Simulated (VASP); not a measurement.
# BaTiO3 in VASP: notebook, part 2 of 3

VASP 6.6.1. Earlier steps stand in the parts before.

## 4. Electric field gradients, PBE (zz strain of +3 %)

INCAR reads:

```
SYSTEM = BaTiO3
ALGO     = Normal         ! electronic algorithm
EDIFF    = 1E-8           ! SCF threshold, eV
ENCUT    = 520            ! plane-wave cutoff, eV
GGA      = PE             ! functional
ISIF     = 2              ! what is computed and relaxed
ISMEAR   = -1             ! smearing method
LASPH    = .True.         ! aspherical terms in the spheres
LCHARG   = .False.        ! write CHGCAR
LEFG     = .True.       
LREAL    = .False.        ! projectors in reciprocal space
LWAVE    = .False.        ! write WAVECAR
NBANDS   = 28             ! bands
NELM     = 80             ! most SCF steps
PREC     = Accurate       ! precision mode
SIGMA    = 0.03           ! smearing width, eV
```

KPOINTS reads:

```
k-points
0
Gamma
  7 7 7
  0 0 0
```

POSCAR reads:

```
BaTiO3
1.0
    3.9998000000      0.0000000000      0.0000000000
    0.0000000000      3.9998000000      0.0000000000
    0.0000000000      0.0000000000      4.1385400000
Ba Ti O
1 1 3
Direct
    0.0000000000      0.0000000000      0.0000000000
    0.5000000000      0.5000000000      0.5000000000
    0.5000000000      0.5000000000      0.0000000000
    0.5000000000      0.0000000000      0.5000000000
    0.0000000000      0.5000000000      0.5000000000
```

Potentials or basis: VASP PAW PBE potentials, release 64 (Ba_sv, Ti_sv, O).

Command:

```console
> cat potpaw_PBE.64/Ba_sv/POTCAR potpaw_PBE.64/Ti_sv/POTCAR potpaw_PBE.64/O/POTCAR > POTCAR
> mpirun -np 1 vasp_std > vasp.out
```

OUTCAR:

```text
SYSTEM = BaTiO3
   EDIFF = 1E-8
   ENCUT = 520
   GGA = PE
   ISIF = 2
   ISMEAR = -1
   LASPH = .True.
   LREAL = .False.
   NELM = 80
   PREC = Accurate

 ion  position               nearest neighbor table
   1  0.000  0.000  0.000-   3 2.83   3 2.83   3 2.83   3 2.83   5 2.88   4 2.88   5 2.88   5 2.88
                             5 2.88   4 2.88   4 2.88   4 2.88   2 3.50   2 3.50   2 3.50   2 3.50
   2  0.500  0.500  0.500-   4 2.00   5 2.00   4 2.00   5 2.00   3 2.07   3 2.07   1 3.50   1 3.50
                             1 3.50   1 3.50   1 3.50   1 3.50   1 3.50   1 3.50
   3  0.500  0.500  0.000-   2 2.07   2 2.07   1 2.83   1 2.83   1 2.83   1 2.83
   4  0.500  0.000  0.500-   2 2.00   2 2.00   1 2.88   1 2.88   1 2.88   1 2.88
   5  0.000  0.500  0.500-   2 2.00   2 2.00   1 2.88   1 2.88   1 2.88   1 2.88

  LATTYP: Found a simple tetragonal cell.
 ALAT       =     3.9998000000
 C/A-ratio  =     1.0346867343

  Lattice vectors:

 A1 = (   3.9998000000,   0.0000000000,   0.0000000000)
 A2 = (   0.0000000000,   3.9998000000,   0.0000000000)
 A3 = (   0.0000000000,   0.0000000000,   4.1385400000)

Analysis of symmetry for initial positions (statically):
=====================================================================
 Subroutine PRICEL returns:
 Original cell was already a primitive cell.

 Routine SETGRP: Setting up the symmetry group for a
 simple tetragonal supercell.

 Subroutine GETGRP returns: Found 16 space group operations
 (whereof 16 operations were pure point group operations)
 out of a pool of 16 trial point group operations.

The static configuration has the point symmetry D_4h.

[... 923 lines left out ...]
  --------------------------------------------------------------------------------------
  -------------------------------------------------------------------------------------
  Total        0.2635436      0.2635436     -2.0153335      0.0000000      0.0000000      0.0000000
  in kB        6.3773357      6.3773357    -48.7678705      0.0000000      0.0000000      0.0000000
  external PRESSURE =     -12.0043997 kB  Pullay stress =       0.0000000 kB

 VOLUME and BASIS-vectors are now :
 -----------------------------------------------------------------------------
  energy-cutoff  :      520.00
  volume of cell :       66.21
      direct lattice vectors                 reciprocal lattice vectors
     3.999800000  0.000000000  0.000000000     0.250012501  0.000000000  0.000000000
     0.000000000  3.999800000  0.000000000     0.000000000  0.250012501  0.000000000
     0.000000000  0.000000000  4.138540000     0.000000000  0.000000000  0.241631107

 POSITION                                       TOTAL-FORCE (eV/Angst)
 -----------------------------------------------------------------------------------
      0.00000      0.00000      0.00000         0.000000      0.000000      0.000000
      1.99990      1.99990      2.06927         0.000000      0.000000      0.000000
      1.99990      1.99990      0.00000         0.000000      0.000000      0.000000
      1.99990      0.00000      2.06927         0.000000      0.000000      0.000000
      0.00000      1.99990      2.06927         0.000000      0.000000      0.000000
 -----------------------------------------------------------------------------------
    total drift:                                0.000000      0.000000     -0.000000

  FREE ENERGIE OF THE ION-ELECTRON SYSTEM (eV)
  ---------------------------------------------------
  free  energy   TOTEN  =       -39.9575928908 eV

  energy  without entropy=      -39.9575928908  energy(sigma->0) =      -39.95759289

 Electric field gradients (V/A^2)
---------------------------------------------------------------------
 ion       V_xx      V_yy      V_zz      V_xy      V_xz      V_yz
---------------------------------------------------------------------
   1      -3.782    -3.782     7.564     0.000    -0.000     0.000
   2     -13.761   -13.761    27.522     0.000     0.000    -0.000
   3     -18.880   -18.880    37.761    -0.000    -0.000    -0.000
   4     -16.990    22.380    -5.390     0.000     0.000    -0.000
   5      22.380   -16.990    -5.390    -0.000    -0.000    -0.000
---------------------------------------------------------------------

 Electric field gradients after diagonalization (V/A^2)
 (convention: |V_zz| > |V_xx| > |V_yy|)
----------------------------------------------------------------------
 ion       V_xx      V_yy      V_zz     asymmetry (V_yy - V_xx)/ V_zz
----------------------------------------------------------------------
   1      -3.782    -3.782     7.564       0.000
   2     -13.761   -13.761    27.522       0.000
   3     -18.880   -18.880    37.761       0.000
   4     -16.990    -5.390    22.380       0.518
   5     -16.990    -5.390    22.380       0.518
----------------------------------------------------------------------

           NMR quadrupolar parameters

 Cq : quadrupolar parameter    Cq=e*Q*V_zz/h
 eta: asymmetry parameters     (V_yy - V_xx)/ V_zz
 Q  : nuclear electric quadrupole moment in mb (millibarn)
----------------------------------------------------------------------
 ion       Cq(MHz)       eta       Q (mb)
----------------------------------------------------------------------
   1       0.018       0.000       1.000
   2       0.067       0.000       1.000
   3       0.091       0.000       1.000
   4       0.054       0.518       1.000
   5       0.054       0.518       1.000
----------------------------------------------------------------------
```

OSZICAR:

```text
N       E                     dE             d eps       ncg     rms          rms(c)
DAV:   1     0.431991526286E+03    0.43199E+03   -0.20945E+04  2240   0.154E+03
DAV:   2    -0.490783088057E+01   -0.43690E+03   -0.41623E+03  2600   0.424E+02
DAV:   3    -0.489608848916E+02   -0.44053E+02   -0.43669E+02  3084   0.133E+02
[... 13 lines left out ...]
DAV:  17    -0.399575930099E+02    0.30319E-06   -0.14200E-06  2528   0.682E-03    0.172E-03
DAV:  18    -0.399575929348E+02    0.75070E-07   -0.82744E-08  2528   0.188E-03    0.128E-03
DAV:  19    -0.399575929153E+02    0.19540E-07   -0.28024E-08  2168   0.105E-03    0.811E-04
DAV:  20    -0.399575928911E+02    0.24203E-07   -0.24443E-08  1948   0.149E-03    0.227E-04
DAV:  21    -0.399575928908E+02    0.27740E-09   -0.49140E-09  1448   0.478E-04
   1 F= -.39957593E+02 E0= -.39957593E+02  d E =-.416383E-11
```

It took 88 s on 1 thread of Intel Xeon Platinum 8259CL at 2.50GHz (Skylake/Cascade Lake), shared host; peak memory 0.22 GiB.

What came out:

| Property | Result |
| --- | --- |
| Free energy | -39.9576 eV |
| Pressure | -1.2 GPa |
| Band gap on the k mesh | 1.71 eV (least direct gap 1.82 eV) |
| Largest electric field gradient by atom | Ba +7.6; Ti +27.5; O +37.8, +22.4 (each value once) V/Å² |

Levels at points of the mesh, in eV from the valence-band top:
```csv
k point,band 16,band 17,band 18,band 19,band 20,band 21,band 22,band 23,band 24,band 25
"(0.00, 0.00, 0.00)",-0.95,-0.95,-0.15,-0.11,-0.11,1.71,1.71,1.77,3.60,3.86
```

Electric field gradients, principal values (V/Å²):
```csv
atom,least,middle,greatest (by size)
1 Ba,-3.782,-3.782,7.564
2 Ti,-13.761,-13.761,27.522
3 O,-18.880,-18.880,37.761
4 O,-5.390,-16.990,22.380
5 O,-5.390,-16.990,22.380
```

Caveat: the cell differs from its parent crystal (zz strain of +3 %); without QUAD_EFG the Cq values of the log hold for a quadrupole moment of 1 mb, not for the nuclei; spin-orbit coupling is left out, which moves the levels of the heavy elements; an odd mesh through Γ misses points on the zone boundary, where band edges can lie.

## 5. Electric field gradients, PBE

This run uses another cell than the first one, of 12.86 Å³/atom.

INCAR reads:

```
  PREC = Accurate
  ENCUT = 910
  EDIFF = 1E-8
  ISMEAR = -1
  SIGMA = 0.03
  LREAL = False
  LASPH = True
  NELM = 120
  ALGO = Normal
  ISIF = 2
  LWAVE = False
  LCHARG = False
  GGA = PE
  LEFG = True
  NBANDS = 28
  GGA_COMPAT = False
```

KPOINTS reads:

```
Automatic mesh
0
Gamma
  7 7 7
```

POSCAR: that of step 4 with these lines changed.

```diff
@@ -4,3 +4,3 @@
     0.0000000000      3.9998000000      0.0000000000
-    0.0000000000      0.0000000000      4.1385400000
+    0.0000000000      0.0000000000      4.0180000000
 Ba Ti O
```

Potentials or basis: VASP PAW PBE potentials, release 64 (Ba_sv, Ti_sv, O_h).

Command:

```console
> cat potpaw_PBE.64/Ba_sv/POTCAR potpaw_PBE.64/Ti_sv/POTCAR potpaw_PBE.64/O_h/POTCAR > POTCAR
> mpirun -np 1 vasp_std > vasp.out
```

OUTCAR:

```text
PREC = Accurate
   ENCUT = 910
   EDIFF = 1E-8
   ISMEAR = -1
   LREAL = False
   LASPH = True
   NELM = 120
   ISIF = 2
   GGA = PE

 ion  position               nearest neighbor table
   1  0.000  0.000  0.000-   3 2.83   3 2.83   3 2.83   3 2.83   5 2.83   4 2.83   5 2.83   5 2.83
                             5 2.83   4 2.83   4 2.83   4 2.83   2 3.47   2 3.47   2 3.47   2 3.47
   2  0.500  0.500  0.500-   4 2.00   5 2.00   4 2.00   5 2.00   3 2.01   3 2.01   1 3.47   1 3.47
                             1 3.47   1 3.47   1 3.47   1 3.47   1 3.47   1 3.47
   3  0.500  0.500  0.000-   2 2.01   2 2.01   1 2.83   1 2.83   1 2.83   1 2.83
   4  0.500  0.000  0.500-   2 2.00   2 2.00   1 2.83   1 2.83   1 2.83   1 2.83
   5  0.000  0.500  0.500-   2 2.00   2 2.00   1 2.83   1 2.83   1 2.83   1 2.83

  LATTYP: Found a simple tetragonal cell.
 ALAT       =     3.9998000000
 C/A-ratio  =     1.0045502275

  Lattice vectors:

 A1 = (   3.9998000000,   0.0000000000,   0.0000000000)
 A2 = (   0.0000000000,   3.9998000000,   0.0000000000)
 A3 = (   0.0000000000,   0.0000000000,   4.0180000000)

[... 957 lines left out ...]
      1.99990      0.00000      2.00900         0.000000      0.000000      0.000000
      0.00000      1.99990      2.00900         0.000000      0.000000      0.000000
 -----------------------------------------------------------------------------------
    total drift:                                0.000000      0.000000     -0.000000

  FREE ENERGIE OF THE ION-ELECTRON SYSTEM (eV)
  ---------------------------------------------------
  free  energy   TOTEN  =       -39.9940979775 eV

  energy  without entropy=      -39.9940979775  energy(sigma->0) =      -39.99409798

 Electric field gradients (V/A^2)
---------------------------------------------------------------------
 ion       V_xx      V_yy      V_zz      V_xy      V_xz      V_yz
---------------------------------------------------------------------
   1      -0.384    -0.384     0.767     0.000     0.000    -0.000
   2      -1.968    -1.968     3.937     0.000    -0.000    -0.000
   3     -13.259   -13.259    26.518     0.000    -0.000    -0.000
   4     -12.967    24.418   -11.452    -0.000    -0.000    -0.000
   5      24.418   -12.967   -11.452     0.000    -0.000     0.000
---------------------------------------------------------------------

 Electric field gradients after diagonalization (V/A^2)
 (convention: |V_zz| > |V_xx| > |V_yy|)
----------------------------------------------------------------------
 ion       V_xx      V_yy      V_zz     asymmetry (V_yy - V_xx)/ V_zz
----------------------------------------------------------------------
   1      -0.384    -0.384     0.767       0.000
   2      -1.968    -1.968     3.937       0.000
   3     -13.259   -13.259    26.518       0.000
   4     -12.967   -11.452    24.418       0.062
   5     -12.967   -11.452    24.418       0.062
----------------------------------------------------------------------

           NMR quadrupolar parameters

 Cq : quadrupolar parameter    Cq=e*Q*V_zz/h
 eta: asymmetry parameters     (V_yy - V_xx)/ V_zz
 Q  : nuclear electric quadrupole moment in mb (millibarn)
----------------------------------------------------------------------
 ion       Cq(MHz)       eta       Q (mb)
----------------------------------------------------------------------
   1       0.002       0.000       1.000
   2       0.010       0.000       1.000
   3       0.064       0.000       1.000
   4       0.059       0.062       1.000
   5       0.059       0.062       1.000
----------------------------------------------------------------------
```

stdout:

```text
POSCAR found type information on POSCAR BaTiO
 POSCAR found :  3 types and       5 ions
 scaLAPACK will be used
 LDA part: xc-table for (Slater+PW92), standard interpolation
 POSCAR, INCAR and KPOINTS ok, starting setup
 FFT: planning ... GRIDC
 FFT: planning ... GRID_SOFT
 FFT: planning ... GRID
 WAVECAR not read
 entering main loop
ion   1

ion   2

ion   3

ion   4

ion   5
```

Run time: 2.6 min. Hardware: 1 thread of Intel Xeon Platinum 8259CL at 2.50GHz (Skylake/Cascade Lake), shared host; peak memory 0.35 GiB.

What came out:

```yaml
Free_energy: -39.9941 eV
Pressure: 3.1 GPa
Band_gap_on_the_k_mesh: 1.80 eV (least direct gap 1.89 eV)
Largest_electric_field_gradient_by_atom: Ba +0.8; Ti +3.9; O +26.5, +24.4 (each value once) V/Å²
```

Stress tensor (GPa, compression positive):
```
3.44 0.00 0.00
0.00 3.44 0.00
0.00 0.00 2.56
```

Electric field gradients, principal values (V/Å²):
```tsv
atom	least	middle	greatest (by size)
1 Ba	-0.384	-0.384	0.767
2 Ti	-1.968	-1.968	3.937
3 O	-13.259	-13.259	26.518
4 O	-11.452	-12.967	24.418
5 O	-11.452	-12.967	24.418
```

Caveat: the cutoff is under 1.25 times the usual one of these potentials, so pressure, stress and relaxed cells hold a basis-set (Pulay) error; the cell stands under pressure; without QUAD_EFG the Cq values of the log hold for a quadrupole moment of 1 mb, not for the nuclei; spin-orbit coupling is left out, which moves the levels of the heavy elements; an odd mesh through Γ misses points on the zone boundary, where band edges can lie. Expect the measured gap to be larger: semilocal functionals such as PBE lack the derivative discontinuity.

[end of part 2 of 3]
